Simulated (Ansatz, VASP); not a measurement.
Two plane-wave programs on Al2Cu

```xyz
3
Lattice="4.2860 0.0000 0.0000 0.0000 4.2860 0.0000 0.0000 0.0000 2.8847" Properties=species:S:1:pos:R:3 pbc="T T T"
Al    2.1430    0.0084    1.4424
Al    0.0000    2.1061    1.4424
Cu    0.0000    0.0121    0.0000
```

Change from the starting cell: mode 9 frozen in at -0.035 Å, equal normal strain along x and y +0.0400.

Alike in both runs: task single point; functional PBE; k mesh 10 × 10 × 14; occupations gaussian, width 0.15 eV; no spin polarisation.

|  | VASP | Ansatz |
| --- | --- | --- |
| version | VASP 6.6.1 | Ansatz 0.2.0 |
| potentials or method | VASP PAW PBE potentials, release 64 (Al, Cu), cutoff 520 eV | scalar-relativistic, plane waves, PAW |
| valence electrons in the cell | 17 | 25 |

Ansatz gave:

```
gap on the k mesh at the Fermi level (eV)                     : none
pressure (GPa)                                                : -5.5
traceless stress, the component that is largest in VASP (GPa) : 0.97
rms of the force components (eV/Å)                            : 0.129
```

Question: What did VASP give for the same quantities?

Answer: gap on the k mesh at the Fermi level (eV): none; pressure (GPa): -5.2; traceless stress, the component that is largest in VASP (GPa): 0.95; rms of the force components (eV/Å): 0.130.

Atom by atom the forces differ by 0.001 eV/Å (rms over components). A gap of «none» marks a metal or a gap that the smearing closes. VASP's potentials hold 17 valence electrons a cell and Ansatz's 25, so a difference there can come from the potentials and not from the codes.
